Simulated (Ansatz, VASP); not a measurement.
## One calculation of Na, two programs

```xyz
1
Lattice="-2.0977 2.0977 2.0977 2.0977 -2.0977 2.0977 2.0977 2.0977 -2.0977" Properties=species:S:1:pos:R:3 pbc="T T T"
Na    0.0000    0.0000    0.0000
```

Alike in both runs: functional PBE; k mesh 14 × 14 × 14; occupations gaussian, width 0.1 eV; no spin polarisation.

Ansatz relaxed the structure, and its values are those at the end. VASP's run is a single point on that final structure, the one shown.

|  | VASP | Ansatz |
| --- | --- | --- |
| version | VASP 6.6.1 | Ansatz 0.2.0 |
| potentials or method | VASP PAW PBE potentials, release 64 (Na_pv), cutoff 520 eV | scalar-relativistic, plane waves, PAW |
| valence electrons in the cell | 7 | 9 |

```tsv
	VASP	Ansatz	Ansatz less VASP
gap on the k mesh at the Fermi level (eV)	none	none	-
pressure (GPa)	0.0	0.0	+0.03
```

A gap of «none» marks a metal or a gap that the smearing closes. VASP's potentials hold 7 valence electrons a cell and Ansatz's 9, so a difference there can come from the potentials and not from the codes.
